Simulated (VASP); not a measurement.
# C in VASP: a series of runs

C is run at these levels: PBE+D3(BJ); tasks: single point.

All numbers are computed with VASP 6.6.1; they aren't measurements. Logs are shortened: lines on timing, memory, paths and dates and some standing lists are left out, and cuts for length are marked.

## 1. The cell of the first run

The cell holds a slab with vacuum, 2 atoms: a = 2.328 Å, b = 2.328 Å, c = 26.002 Å, α = 90.00°, β = 90.00°, γ = 120.00°.

## 2. Single point, PBE+D3(BJ)

File INCAR:

```
PREC     = Accurate       # precision mode
ENCUT    = 520            # plane-wave cutoff, eV
EDIFF    = 1E-7           # SCF threshold, eV
ISMEAR   = 0              # smearing method
SIGMA    = 0.1            # smearing width, eV
LREAL    = False          # projectors in reciprocal space
LASPH    = True           # aspherical terms in the spheres
NELM     = 100            # most SCF steps
ALGO     = Normal         # electronic algorithm
ISIF     = 2              # what is computed and relaxed
LWAVE    = False          # write WAVECAR
LCHARG   = True           # write CHGCAR
LDIPOL   = True         
IDIPOL   = 3            
DIPOL    = 0.5 0.5 0.500
GGA      = PE             # functional
IVDW     = 12             # dispersion correction
LELF     = True           # ELF
LVHAR    = True         
LVACPOTAV= True         
NBANDS   = 11             # bands
```

File KPOINTS:

```
regular mesh
0
Gamma
  21 21 1
```

File POSCAR:

```
C
1.0
    2.3280000000      0.0000000000      0.0000000000
   -1.1640000000      2.0161071400      0.0000000000
    0.0000000000      0.0000000000     26.0024170307
C
2
Direct
    0.6666666667      0.3333333333      0.5137294929
    0.3333333333      0.6666666667      0.4862705071
```

Potentials or basis: VASP PAW PBE potentials, release 64 (C).

Started as:

```sh
> cat potpaw_PBE.64/C/POTCAR > POTCAR
> mpirun -np 1 vasp_std > vasp.out
```

OUTCAR:

```text
PREC = Accurate
   ENCUT = 520
   EDIFF = 1E-7
   ISMEAR = 0
   LREAL = False
   LASPH = True
   NELM = 100
   ISIF = 2
   GGA = PE
   IVDW = 12
 IVDW          = 12

 ion  position               nearest neighbor table
   1  0.667  0.333  0.514-   2 1.52   2 1.52   2 1.52
   2  0.333  0.667  0.486-   1 1.52   1 1.52   1 1.52

  LATTYP: Found a hexagonal cell.
 ALAT       =     2.3280000000
 C/A-ratio  =    11.1694231232

  Lattice vectors:

 A1 = (   2.3280000000,   0.0000000000,   0.0000000000)
 A2 = (  -1.1640000000,   2.0161071400,   0.0000000000)
 A3 = (   0.0000000000,   0.0000000000,  26.0024170307)

Analysis of symmetry for initial positions (statically):
=====================================================================
 Subroutine PRICEL returns:
 Original cell was already a primitive cell.

 Routine SETGRP: Setting up the symmetry group for a
 hexagonal supercell.

 Subroutine GETGRP returns: Found 12 space group operations
 (whereof 12 operations were pure point group operations)
 out of a pool of 24 trial point group operations.

The static configuration has the point symmetry D_3d.

Analysis of symmetry for dynamics (positions and initial velocities):
=====================================================================
 Subroutine PRICEL returns:
 Original cell was already a primitive cell.

 Routine SETGRP: Setting up the symmetry group for a
 hexagonal supercell.

 Subroutine GETGRP returns: Found 12 space group operations
 (whereof 12 operations were pure point group operations)
 out of a pool of 24 trial point group operations.

The dynamic configuration has the point symmetry D_3d.

 Subroutine INISYM returns: Found 12 space group operations
 (whereof 12 operations are pure point group operations),
 and found     1 'primitive' translations

----------------------------------------------------------------------------------------

                                     Primitive cell

  volume of cell :     122.0423

  direct lattice vectors                    reciprocal lattice vectors
     2.328000000  0.000000000  0.000000000     0.429553265  0.248002693  0.000000000
    -1.164000000  2.016107140  0.000000000     0.000000000  0.496005386  0.000000000
     0.000000000  0.000000000 26.002417031     0.000000000  0.000000000  0.038457963

  length of vectors
     2.328000000  2.328000000 26.002417031     0.496005386  0.496005386  0.038457963

  position of ions in fractional coordinates (direct lattice)
     0.666666667  0.333333333  0.513729493
     0.333333333  0.666666667  0.486270507

  ion indices of the primitive-cell ions
   primitive index   ion index
                 1           1
                 2           2

----------------------------------------------------------------------------------------

 KPOINTS: regular mesh

Automatic generation of k-mesh.
 Grid dimensions read from file:
 generate k-points for:   21   21    1

 Generating k-lattice:

  Cartesian coordinates                     Fractional coordinates (reciprocal lattice)
     0.020454917  0.011809652  0.000000000     0.047619048  0.000000000  0.000000000
     0.000000000  0.023619304  0.000000000     0.000000000  0.047619048  0.000000000
     0.000000000  0.000000000  0.038457963     0.000000000  0.000000000  1.000000000

  Length of vectors
     0.023619304  0.023619304  0.038457963

  Shift w.r.t. Gamma in fractional coordinates (k-lattice)
     0.000000000  0.000000000  0.000000000

 Subroutine IBZKPT returns following result:
 ===========================================

 Found     48 irreducible k-points:

 Following reciprocal coordinates:
            Coordinates               Weight
  0.000000  0.000000  0.000000      1.000000
  0.047619 -0.000000  0.000000      6.000000
  0.095238 -0.000000  0.000000      6.000000
  0.142857 -0.000000  0.000000      6.000000
  0.190476 -0.000000  0.000000      6.000000
  0.238095 -0.000000  0.000000      6.000000
[... 16 lines left out ...]
  0.142857  0.095238  0.000000     12.000000
  0.190476  0.095238  0.000000     12.000000
 [... further k-points ...]
   k-points           NKPTS =     48   k-points in BZ     NKDIM =     48   number of bands    NBANDS=     11
   number of dos      NEDOS =    301   number of ions     NIONS =      2
   total plane-waves  NPLWV =  63504
   dimension x,y,z NGX =    18 NGY =   18 NGZ =  196
   dimension x,y,z NGXF=    36 NGYF=   36 NGZF=  392
   ions per type =               2
   NGX,Y,Z   is equivalent  to a cutoff of  12.85, 12.85, 12.53 a.u.
   NGXF,Y,Z  is equivalent  to a cutoff of  25.71, 25.71, 25.06 a.u.
 SYSTEM =  unknown system
   PREC   = accura    normal or accurate (medium, high low for compatibility)
   ISTART =      0    job   : 0-new  1-cont  2-samecut
   ICHARG =      2    charge: 1-file 2-atom 10-const
   ISPIN  =      1    spin polarized calculation?
   LNONCOLLINEAR =      F non collinear calculations
   LSORBIT =      F    spin-orbit coupling
   LASPH  =      T    aspherical Exc in radial PAW
   ENCUT  =  520.0 eV  38.22 Ry    6.18 a.u.   4.33  4.33 48.35*2*pi/ulx,y,z
   NELM   =    100;   NELMIN=  2; NELMDL= -5     # of ELM steps
   EDIFF  = 0.1E-06   stopping-criterion for ELM
   LREAL  =      F    real-space projection
   EDIFFG = 0.1E-05   stopping-criterion for IOM
   NSW    =      0    number of steps for IOM
   IBRION =     -1    ionic relax: 0-MD 1-quasi-New 2-CG
   NFREE  =      0    steps in history (QN), initial steepest desc. (CG)
   ISIF   =      2    stress and relaxation
   ISYM   =      2    0-nonsym 1-usesym 2-fastsym
   POTIM  = 0.5000    time-step for ionic-motion
   TEBEG  =    0.0;   TEEND  =   0.0 temperature during run
   PSTRESS=    0.0 pullay stress
   NELECT =       8.0000    total number of electrons
   NUPDOWN=      -1.0000    fix difference up-down
   EMIN   =  10.00;   EMAX   =-10.00  energy-range for DOS
   EFERMI =   0.00;   METHOD = LEGACY
   ISMEAR =     0;   SIGMA  =   0.10  broadening in eV -4-tet -1-fermi 0-gaus
   EFERMI_NEDOS =   21; number of points for ismear=-14 and -15
   IALGO  =     38    algorithm
   IMIX   =      4    mixing-type and parameters
     AMIX     =   0.40;   BMIX     =  1.00
     AMIX_MAG =   1.60;   BMIX_MAG =  1.00
  volume/ion in A,a.u.               =      61.02       411.79
  Fermi-wavevector in a.u.,A,eV,Ry     =   0.660087  1.247384  5.928266  0.435715
  Thomas-Fermi vector in A             =   1.732426
   LORBIT       =      0    0 simple, 1 ext, 2 COOP (PROOUT), +10 PAW based schemes
   GGA     = PE    functional components
   LHFCALC =     F    Hartree Fock is set to
   AEXX    =    0.0000 exact exchange contribution
   IVDW    =    12    specifies the selected vdW correction
   LEPSILON=     F    determine dielectric tensor
   LRPA    =     F    only Hartree local field effects (RPA)
 non-spin polarized calculation
 Gauss-broadening in eV      SIGMA  =   0.10
  energy-cutoff  :      520.00
  volume of cell :      122.04
 maximum number of plane-waves:      3367
 NGX is ok and might be reduce to    18
   NGX =  9   NGY =  9   NGZ = 97

 dipolmoment           0.000000      0.000000      0.000000 electrons x Angstroem

 number of electron       8.0000000 magnetization

 dipolmoment           0.000000      0.000000     -0.000000 electrons x Angstroem

 Free energy of the ion-electron system (eV)
  ---------------------------------------------------
  ext. energy  EPLUGINS =         0.00000000
  ---------------------------------------------------
  free energy    TOTEN  =       -13.76826053 eV

  energy without entropy =      -13.76043969  energy(sigma->0) =      -13.76435011

 E-fermi :  -3.4033     XC(G=0):  -1.9338

 val. band max:       -3.4036854453   @ k =   0.3333   0.2857   0.0000
 cond. band min:      -3.4014628112   @ k =   0.0952  -0.0000   0.0000
 fundamental gap:      0.0022226341
 Fermi energy:        -3.4032518087

 k-point     1 :       0.0000    0.0000    0.0000
  band No.  band energies     occupation
      1     -22.8964      2.00000
      2     -11.4634      2.00000
      3      -3.6313      1.99874
      4      -2.2718      0.00000
      5      -2.2718      0.00000
      6       0.8869      0.00000
      7       1.2180      0.00000
      8       1.5867      0.00000
      9       1.8344      0.00000
     10       2.6368      0.00000
     11       3.0206      0.00000

 k-point     2 :       0.0476   -0.0000    0.0000
  band No.  band energies     occupation
      1     -22.8323      2.00000
      2     -11.3979      2.00000
      3      -3.5761      1.98549
      4      -2.5785      0.00000
      5      -2.4182      0.00000
      6       0.9707      0.00000
      7       1.2993      0.00000
      8       1.6679      0.00000
      9       1.9182      0.00000
     10       2.7159      0.00000
     11       3.1043      0.00000

 k-point     3 :       0.0952   -0.0000    0.0000
  band No.  band energies     occupation
      1     -22.6403      2.00000
      2     -11.2025      2.00000
      3      -3.4325      1.32124
      4      -3.4015      0.97982
      5      -2.8112      0.00000
      6       1.2208      0.00000
      7       1.5422      0.00000
      8       1.9113      0.00000
      9       2.1692      0.00000
     10       2.9521      0.00000
     11       3.3545      0.00000
[... 267 lines left out ...]
 k-point    23 :       0.1429    0.0952    0.0000
  band No.  band energies     occupation
      1     -21.6837      2.00000
      2     -10.2589      2.00000
      3      -6.2227      2.00000
      4      -4.7022      2.00000
      5      -2.7081      0.00000
      6       2.4615      0.00000
      7       2.7236      0.00000
      8       3.1162      0.00000
      9       3.4212      0.00000
     10       4.0875      0.00000
     11       4.5997      0.00000

 k-point    24 :       0.1905    0.0952    0.0000
  band No.  band energies     occupation
      1     -21.1130      2.00000
      2      -9.7572      2.00000
      3      -7.5500      2.00000
      4      -5.3954      2.00000
      5      -2.3934      0.00000
      6       3.2003      0.00000
      7       3.3686      0.00000
      8       3.8258      0.00000
      9       4.1705      0.00000
     10       4.6823      0.00000
     11       5.3417      0.00000

 [... further k-points ...]

------------------------ aborting loop because EDIFF is reached ----------------------------------------

 vacuum level on the upper side and lower side of the slab       (xc-potential included)        -0.130        -0.130

 Edisp (eV)   -0.16463

 E8    (eV) :    -0.0514

  FORCE on cell =-STRESS in cart. coord.  units (eV):
  Direction    XX          YY          ZZ          XY          YZ          ZX
  --------------------------------------------------------------------------------------
  -------------------------------------------------------------------------------------
  Total       6.08423     6.08423    -6.87025     0.00000     0.00000    -0.00000
  in kB      79.87414    79.87414   -90.19306     0.00000     0.00000    -0.00000
  external pressure =       23.19 kB  Pullay stress =        0.00 kB

 VOLUME and BASIS-vectors are now :
 -----------------------------------------------------------------------------
  energy-cutoff  :      520.00
  volume of cell :      122.04
      direct lattice vectors                 reciprocal lattice vectors
     2.328000000  0.000000000  0.000000000     0.429553265  0.248002693  0.000000000
    -1.164000000  2.016107140  0.000000000     0.000000000  0.496005386  0.000000000
     0.000000000  0.000000000 26.002417031     0.000000000  0.000000000  0.038457963

 POSITION                                       TOTAL-FORCE (eV/Angst)
 -----------------------------------------------------------------------------------
      1.16400      0.67204     13.35821        -0.000000      0.000000     -9.604310
     -0.00000      1.34407     12.64421         0.000000      0.000000      9.604310
 -----------------------------------------------------------------------------------
    total drift:                                0.000000      0.000000     -0.000000

  FREE ENERGIE OF THE ION-ELECTRON SYSTEM (eV)
  ---------------------------------------------------
  free  energy   TOTEN  =       -13.9328950524 eV

  energy  without entropy=      -13.9250742187  energy(sigma->0) =      -13.92898464

 vacuum level on the upper side and lower side of the slab         1.332         1.332
```

It took 2.3 min on 1 thread of Intel Xeon 8259CL, shared host; peak memory 0.26 GiB.

Results:

| Quantity | Value |
| --- | --- |
| Free energy | -13.9329 eV |
| Largest force | 9.604 eV/Å |
| Band gap on the k mesh | zero (bands 4 and 5 overlap by 1.60 eV) |
| Dispersion energy per atom | -0.082 eV |
| Work function of the upper face | 4.74 eV |
| Work function of the lower face | 4.74 eV |

Forces on the atoms (eV/Å):
```
C    0.000  0.000 -9.604
C    0.000  0.000  9.604
```

## 3. Single point, PBE+D3(BJ)

File INCAR:

```
SYSTEM = C
PREC = Accurate
ENCUT = 520
EDIFF = 1E-7
ISMEAR = 0
SIGMA = 0.1
LREAL = .False.
LASPH = .True.
NELM = 60
ALGO = Normal
ISIF = 2
LWAVE = .False.
LCHARG = .False.
LDIPOL = .True.
IDIPOL = 3
DIPOL = 0.5 0.5 0.500
GGA = PE
IVDW = 12
NBANDS = 11
```

File KPOINTS:

```
Automatic mesh
0
Gamma
  21 21 1
  0 0 0
```

File POSCAR:

```
C
1.0
    2.3280000000      0.0000000000      0.0000000000
   -1.1640000000      2.0161071400      0.0000000000
    0.0000000000      0.0000000000     26.0024170307
C
2
Direct
    0.6666666667      0.3333333333      0.5192289817
    0.3333333333      0.6666666667      0.4807710183
```

Potentials or basis: VASP PAW PBE potentials, release 64 (C).

Started as:

```sh
> cat potpaw_PBE.64/C/POTCAR > POTCAR
> mpirun -np 1 vasp_std > vasp.out
```

Run time: 1.9 min. Hardware: 1 thread of Intel Xeon 8259CL, shared host; peak memory 0.26 GiB.

Results (log left out):

* Free energy: -11.6042 eV
* Largest force: 6.203 eV/Å
* Band gap on the k mesh: zero (bands 4 and 5 overlap by 3.90 eV)
* Dispersion energy per atom: -0.088 eV

Forces on the atoms (eV/Å):
```
C    0.000  0.000 -6.203
C    0.000  0.000  6.203
```

Levels at points of the mesh, in eV from the Fermi level:
```
           k point  band 2  band 3  band 4  band 5  band 6  band 7
(0.00, 0.00, 0.00)   -7.91   -1.39    3.23    3.23    5.88    6.22
```
